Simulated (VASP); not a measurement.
# SnTe in VASP: settings compared

The runs below take SnTe through single point, with PBE, PBEsol.

Program: VASP 6.6.1. These are calculated values, not measurements. Logs are shortened: lines on timing, memory, paths and dates and some standing lists are left out, and cuts for length are marked.

## 1. The cell of the first run

Symmetry: F-43m, No. 216, cubic system. The conventional cell has a = 7.217 Å, b = 7.217 Å, c = 7.217 Å, α = 90.00°, β = 90.00°, γ = 90.00°. Te (site symmetry -43m) has 4 Sn at 3.13 Å within 4.1 Å. Within 4.1 Å of Sn (site symmetry -43m) lie 4 Te at 3.13 Å.

## 2. Single point, PBE

Contents of INCAR:

```
SYSTEM = SnTe
PREC = Accurate
ENCUT = 520
EDIFF = 1E-6
ISMEAR = -1
SIGMA = 0.05
LREAL = .False.
LASPH = .True.
NELM = 80
ALGO = Normal
ISIF = 2
LWAVE = .False.
LCHARG = .False.
GGA = PE
NBANDS = 17
```

Contents of KPOINTS:

```
regular mesh
0
Gamma
  7 7 7
  0 0 0
```

Contents of POSCAR:

```
SnTe
1.0
    0.0000000000      3.6086894146      3.6086894146
    3.6086894146      0.0000000000      3.6086894146
    3.6086894146      3.6086894146      0.0000000000
Te Sn
1 1
Direct
    0.2500000000      0.2500000000      0.2500000000
    0.0000000000      0.0000000000      0.0000000000
```

Potentials or basis: VASP PAW PBE potentials, release 64 (Te, Sn_d).

Started as:

```sh
$ cat potpaw_PBE.64/Te/POTCAR potpaw_PBE.64/Sn_d/POTCAR > POTCAR
$ mpirun -np 1 vasp_std > vasp.out
```

OUTCAR:

```text
SYSTEM = SnTe
   PREC = Accurate
   ENCUT = 520
   EDIFF = 1E-6
   ISMEAR = -1
   LREAL = .False.
   LASPH = .True.
   NELM = 80
   ISIF = 2
   GGA = PE

 ion  position               nearest neighbor table
   1  0.250  0.250  0.250-   2 3.13   2 3.13   2 3.13   2 3.13
   2  0.000  0.000  0.000-   1 3.13   1 3.13   1 3.13   1 3.13

  LATTYP: Found a face centered cubic cell.
 ALAT       =     7.2173788292

  Lattice vectors:

 A1 = (   0.0000000000,   3.6086894146,   3.6086894146)
 A2 = (   3.6086894146,   0.0000000000,   3.6086894146)
 A3 = (   3.6086894146,   3.6086894146,   0.0000000000)

Analysis of symmetry for initial positions (statically):
=====================================================================
 Subroutine PRICEL returns:
 Original cell was already a primitive cell.

 Routine SETGRP: Setting up the symmetry group for a
 face centered cubic supercell.

 Subroutine GETGRP returns: Found 24 space group operations
 (whereof 24 operations were pure point group operations)
 out of a pool of 48 trial point group operations.

The static configuration has the point symmetry T_d .

Analysis of symmetry for dynamics (positions and initial velocities):
=====================================================================
 Subroutine PRICEL returns:
 Original cell was already a primitive cell.

 Routine SETGRP: Setting up the symmetry group for a
 face centered cubic supercell.

 Subroutine GETGRP returns: Found 24 space group operations
 (whereof 24 operations were pure point group operations)
 out of a pool of 48 trial point group operations.

The dynamic configuration has the point symmetry T_d .

 Subroutine INISYM returns: Found 24 space group operations
 (whereof 24 operations are pure point group operations),
 and found     1 'primitive' translations

----------------------------------------------------------------------------------------

                                     Primitive cell

  volume of cell :      93.9893

  direct lattice vectors                    reciprocal lattice vectors
     0.000000000  3.608689415  3.608689415    -0.138554456  0.138554456  0.138554456
     3.608689415  0.000000000  3.608689415     0.138554456 -0.138554456  0.138554456
     3.608689415  3.608689415  0.000000000     0.138554456  0.138554456 -0.138554456

  length of vectors
     5.103457513  5.103457513  5.103457513     0.239983358  0.239983358  0.239983358

  position of ions in fractional coordinates (direct lattice)
     0.250000000  0.250000000  0.250000000
     0.000000000  0.000000000  0.000000000

  ion indices of the primitive-cell ions
   primitive index   ion index
                 1           1
                 2           2

----------------------------------------------------------------------------------------

 KPOINTS: regular mesh

Automatic generation of k-mesh.
 Grid dimensions read from file:
 generate k-points for:    7    7    7

 Generating k-lattice:

  Cartesian coordinates                     Fractional coordinates (reciprocal lattice)
    -0.019793494  0.019793494  0.019793494     0.142857143  0.000000000  0.000000000
     0.019793494 -0.019793494  0.019793494     0.000000000  0.142857143  0.000000000
     0.019793494  0.019793494 -0.019793494     0.000000000  0.000000000  0.142857143

  Length of vectors
     0.034283337  0.034283337  0.034283337

  Shift w.r.t. Gamma in fractional coordinates (k-lattice)
     0.000000000  0.000000000  0.000000000

 Subroutine IBZKPT returns following result:
 ===========================================

 Found     20 irreducible k-points:

 Following reciprocal coordinates:
            Coordinates               Weight
  0.000000  0.000000  0.000000      1.000000
  0.142857  0.000000  0.000000      8.000000
  0.285714  0.000000  0.000000      8.000000
  0.428571  0.000000  0.000000      8.000000
  0.142857  0.142857  0.000000      6.000000
  0.285714  0.142857  0.000000     24.000000
[... 12 lines left out ...]
 -0.428571  0.428571  0.142857     24.000000
 -0.285714  0.428571  0.142857     24.000000
   k-points           NKPTS =     20   k-points in BZ     NKDIM =     20   number of bands    NBANDS=     17
   number of dos      NEDOS =    301   number of ions     NIONS =      2
   total plane-waves  NPLWV =  64000
   dimension x,y,z NGX =    40 NGY =   40 NGZ =   40
   dimension x,y,z NGXF=    80 NGYF=   80 NGZF=   80
   ions per type =               1   1
   NGX,Y,Z   is equivalent  to a cutoff of  13.03, 13.03, 13.03 a.u.
   NGXF,Y,Z  is equivalent  to a cutoff of  26.06, 26.06, 26.06 a.u.
 SYSTEM =  SnTe
   PREC   = accura    normal or accurate (medium, high low for compatibility)
   ISTART =      0    job   : 0-new  1-cont  2-samecut
   ICHARG =      2    charge: 1-file 2-atom 10-const
   ISPIN  =      1    spin polarized calculation?
   LNONCOLLINEAR =      F non collinear calculations
   LSORBIT =      F    spin-orbit coupling
   LASPH  =      T    aspherical Exc in radial PAW
   ENCUT  =  520.0 eV  38.22 Ry    6.18 a.u.   9.49  9.49  9.49*2*pi/ulx,y,z
   NELM   =     80;   NELMIN=  2; NELMDL= -5     # of ELM steps
   EDIFF  = 0.1E-05   stopping-criterion for ELM
   LREAL  =      F    real-space projection
   EDIFFG = 0.1E-04   stopping-criterion for IOM
   NSW    =      0    number of steps for IOM
   IBRION =     -1    ionic relax: 0-MD 1-quasi-New 2-CG
   NFREE  =      0    steps in history (QN), initial steepest desc. (CG)
   ISIF   =      2    stress and relaxation
   ISYM   =      2    0-nonsym 1-usesym 2-fastsym
   POTIM  = 0.5000    time-step for ionic-motion
   TEBEG  =    0.0;   TEEND  =   0.0 temperature during run
   PSTRESS=    0.0 pullay stress
   NELECT =      20.0000    total number of electrons
   NUPDOWN=      -1.0000    fix difference up-down
   EMIN   =  10.00;   EMAX   =-10.00  energy-range for DOS
   EFERMI =   0.00;   METHOD = LEGACY
   ISMEAR =    -1;   SIGMA  =   0.05  broadening in eV -4-tet -1-fermi 0-gaus
   EFERMI_NEDOS =   21; number of points for ismear=-14 and -15
   IALGO  =     38    algorithm
   IMIX   =      4    mixing-type and parameters
     AMIX     =   0.40;   BMIX     =  1.00
     AMIX_MAG =   1.60;   BMIX_MAG =  1.00
  volume/ion in A,a.u.               =      46.99       317.14
  Fermi-wavevector in a.u.,A,eV,Ry     =   0.977369  1.846960 12.996973  0.955251
  Thomas-Fermi vector in A             =   2.108061
   LORBIT       =      0    0 simple, 1 ext, 2 COOP (PROOUT), +10 PAW based schemes
   GGA     = PE    functional components
   LHFCALC =     F    Hartree Fock is set to
   AEXX    =    0.0000 exact exchange contribution
   IVDW    =     0    specifies the selected vdW correction
   LEPSILON=     F    determine dielectric tensor
   LRPA    =     F    only Hartree local field effects (RPA)
 non-spin polarized calculation
  energy-cutoff  :      520.00
  volume of cell :       93.99
 maximum number of plane-waves:      2637
 NGX is ok and might be reduce to    40
   NGX = 19   NGY = 19   NGZ = 19

 number of electron      20.0000000 magnetization

 Free energy of the ion-electron system (eV)
  ---------------------------------------------------
  ext. energy  EPLUGINS =         0.00000000
  ---------------------------------------------------
  free energy    TOTEN  =        -7.06504665 eV

  energy without entropy =       -7.06382355  energy(sigma->0) =       -7.06443510

 E-fermi :   3.2135     XC(G=0):  -7.4528

 val. band max:        3.0133390016   @ k =  -0.2857   0.4286   0.1429
 cond. band min:       3.3402619285   @ k =   0.4286   0.4286   0.0000
 fundamental gap:      0.3269229269
 Fermi energy:         3.2135395770

 k-point     1 :       0.0000    0.0000    0.0000
  band No.  band energies     occupation
      1     -18.6109      2.00000
      2     -18.6109      2.00000
      3     -18.6109      2.00000
      4     -18.6022      2.00000
      5     -18.6022      2.00000
      6      -8.3401      2.00000
[... 9 lines left out ...]
     16       9.6343      0.00000
     17      10.8093      0.00000

 k-point     2 :       0.1429    0.0000    0.0000
  band No.  band energies     occupation
      1     -18.6111      2.00000
      2     -18.6106      2.00000
      3     -18.6106      2.00000
      4     -18.6021      2.00000
      5     -18.6021      2.00000
      6      -8.2543      2.00000
[... 9 lines left out ...]
     16       9.1980      0.00000
     17      10.4070      0.00000

 k-point     3 :       0.2857    0.0000    0.0000
  band No.  band energies     occupation
      1     -18.6117      2.00000
      2     -18.6101      2.00000
      3     -18.6101      2.00000
      4     -18.6021      2.00000
      5     -18.6021      2.00000
      6      -8.0379      2.00000
[... 9 lines left out ...]
     16       9.1200      0.00000
     17      10.5021      0.00000

 k-point     4 :       0.4286    0.0000    0.0000
  band No.  band energies     occupation
      1     -18.6121      2.00000
      2     -18.6096      2.00000
      3     -18.6096      2.00000
      4     -18.6020      2.00000
      5     -18.6020      2.00000
      6      -7.8315      2.00000
[... 9 lines left out ...]
     16       9.8034      0.00000
     17       9.9551      0.00000
[... 263 lines left out ...]
      1     -18.6127      2.00000
      2     -18.6093      2.00000
      3     -18.6088      2.00000
      4     -18.6023      2.00000
      5     -18.6018      2.00000
      6      -7.6945      2.00000
[... 9 lines left out ...]
     16      10.4582      0.00000
     17      11.1131      0.00000

 k-point    19 :      -0.4286    0.4286    0.1429
  band No.  band energies     occupation
      1     -18.6135      2.00000
      2     -18.6088      2.00000
      3     -18.6082      2.00000
      4     -18.6026      2.00000
      5     -18.6015      2.00000
      6      -7.6164      2.00000
[... 9 lines left out ...]
     16      10.9414      0.00000
     17      11.6068      0.00000

 k-point    20 :      -0.2857    0.4286    0.1429
  band No.  band energies     occupation
      1     -18.6131      2.00000
      2     -18.6092      2.00000
      3     -18.6083      2.00000
      4     -18.6024      2.00000
      5     -18.6017      2.00000
      6      -7.5935      2.00000
[... 9 lines left out ...]
     16      10.5515      0.00000
     17      11.8708      0.00000

------------------------ aborting loop because EDIFF is reached ----------------------------------------

  FORCE on cell =-STRESS in cart. coord.  units (eV):
  Direction    XX          YY          ZZ          XY          YZ          ZX
  --------------------------------------------------------------------------------------
  -------------------------------------------------------------------------------------
  Total       -0.0097489     -0.0097489     -0.0097489      0.0000000      0.0000000     -0.0000000
  in kB       -0.1661833     -0.1661833     -0.1661833      0.0000000      0.0000000     -0.0000000
  external PRESSURE =      -0.1661833 kB  Pullay stress =       0.0000000 kB

 VOLUME and BASIS-vectors are now :
 -----------------------------------------------------------------------------
  energy-cutoff  :      520.00
  volume of cell :       93.99
      direct lattice vectors                 reciprocal lattice vectors
     0.000000000  3.608689415  3.608689415    -0.138554456  0.138554456  0.138554456
     3.608689415  0.000000000  3.608689415     0.138554456 -0.138554456  0.138554456
     3.608689415  3.608689415  0.000000000     0.138554456  0.138554456 -0.138554456

 POSITION                                       TOTAL-FORCE (eV/Angst)
 -----------------------------------------------------------------------------------
      1.80434      1.80434      1.80434         0.000000      0.000000      0.000000
      0.00000      0.00000      0.00000        -0.000000     -0.000000     -0.000000
 -----------------------------------------------------------------------------------
    total drift:                               -0.000000     -0.000000     -0.000000

  FREE ENERGIE OF THE ION-ELECTRON SYSTEM (eV)
  ---------------------------------------------------
  free  energy   TOTEN  =        -7.0650466478 eV

  energy  without entropy=       -7.0638235472  energy(sigma->0) =       -7.06443510
```

Wall time 31 s (1 thread of Intel Xeon Platinum 8488C (Sapphire Rapids), shared host); peak memory 0.25 GiB.

What came out:

```
Free energy            : -7.0650 eV
Pressure               : 0.0 GPa
Band gap on the k mesh : 0.33 eV, indirect (least direct gap 0.82 eV)
```

Caveat: spin-orbit coupling is left out, which moves the levels of the heavy elements. A k mesh can miss the band edges.

## 3. Single point, PBEsol

This run uses another cell than the first one, of 43.40 Å³/atom, 0.923 times its volume.

Contents of INCAR:

```
SYSTEM = SnTe
PREC = Accurate
ENCUT = 520
EDIFF = 1E-7
ISMEAR = -1
SIGMA = 0.05
LREAL = .FALSE.
LASPH = .TRUE.
NELM = 80
ALGO = Normal
ISIF = 2
LWAVE = .FALSE.
LCHARG = .FALSE.
GGA = PS
NBANDS = 17
```

Contents of KPOINTS:

```
regular mesh
0
G
  7 7 7
  0 0 0
```

Contents of POSCAR:

```
SnTe
1.0
    0.0000000000      3.4667001600      3.6111460000
    3.4667001600      0.0000000000      3.6111460000
    3.4667001600      3.4667001600      0.0000000000
Te Sn
1 1
Direct
    0.2500000000      0.2500000000      0.2500000000
    0.0000000000      0.0000000000      0.0000000000
```

Potentials or basis: VASP PAW PBE potentials, release 64 (Te, Sn_d).

Started as:

```sh
$ cat potpaw_PBE.64/Te/POTCAR potpaw_PBE.64/Sn_d/POTCAR > POTCAR
$ mpirun -np 1 vasp_std > vasp.out
```

OUTCAR:

```text
SYSTEM = SnTe
   PREC = Accurate
   ENCUT = 520
   EDIFF = 1E-7
   ISMEAR = -1
   LREAL = .FALSE.
   LASPH = .TRUE.
   NELM = 80
   ISIF = 2
   GGA = PS

 ion  position               nearest neighbor table
   1  0.250  0.250  0.250-   2 3.04   2 3.04   2 3.04   2 3.04
   2  0.000  0.000  0.000-   1 3.04   1 3.04   1 3.04   1 3.04

  LATTYP: Found a body centered tetragonal cell.
 ALAT       =     4.9026543830
 C/A-ratio  =     1.4731391275

  Lattice vectors:

[... 664 lines left out ...]

 [... further k-points ...]

------------------------ aborting loop because EDIFF is reached ----------------------------------------

  FORCE on cell =-STRESS in cart. coord.  units (eV):
  Direction    XX          YY          ZZ          XY          YZ          ZX
  --------------------------------------------------------------------------------------
  -------------------------------------------------------------------------------------
  Total        0.2778500      0.2778500      0.3914026      0.0000000     -0.0000000      0.0000000
  in kB        5.1287721      5.1287721      7.2248140      0.0000000     -0.0000000      0.0000000
  external PRESSURE =       5.8274527 kB  Pullay stress =       0.0000000 kB

 VOLUME and BASIS-vectors are now :
 -----------------------------------------------------------------------------
  energy-cutoff  :      520.00
  volume of cell :       86.80
      direct lattice vectors                 reciprocal lattice vectors
     0.000000000  3.466700160  3.611146000    -0.144229376  0.144229376  0.138460201
     3.466700160  0.000000000  3.611146000     0.144229376 -0.144229376  0.138460201
     3.466700160  3.466700160  0.000000000     0.144229376  0.144229376 -0.138460201

 POSITION                                       TOTAL-FORCE (eV/Angst)
 -----------------------------------------------------------------------------------
      1.73335      1.73335      1.80557         0.000000      0.000000     -0.000000
      0.00000      0.00000      0.00000        -0.000000     -0.000000      0.000000
 -----------------------------------------------------------------------------------
    total drift:                                0.000003      0.000003     -0.000000

  FREE ENERGIE OF THE ION-ELECTRON SYSTEM (eV)
  ---------------------------------------------------
  free  energy   TOTEN  =        -7.6233073111 eV

  energy  without entropy=       -7.6189716852  energy(sigma->0) =       -7.62113950
```

It took 64 s on 1 thread of Intel Xeon Platinum 8488C (Sapphire Rapids), shared host; peak memory 0.26 GiB.

What came out:

- Free energy: -7.6233 eV
- Pressure: 0.6 GPa
- Band gap on the k mesh: zero (band 10 reaches 3.71 eV, above the bottom of band 11 at 3.67 eV)

Stress tensor (GPa, compression positive):
```
0.51 0.00 0.00
0.00 0.51 0.00
0.00 0.00 0.72
```

Levels at points of the mesh, in eV from the Fermi level:
```tsv
k point	band 7	band 8	band 9	band 10	band 11	band 12	band 13	band 14
(0.00, 0.00, 0.00)	-4.97	-2.23	-2.05	-2.05	0.91	0.91	1.03	3.97
```

Caveat: the PAW data sets were made with another functional, which shifts forces and pressure a little; spin-orbit coupling is left out, which moves the levels of the heavy elements.
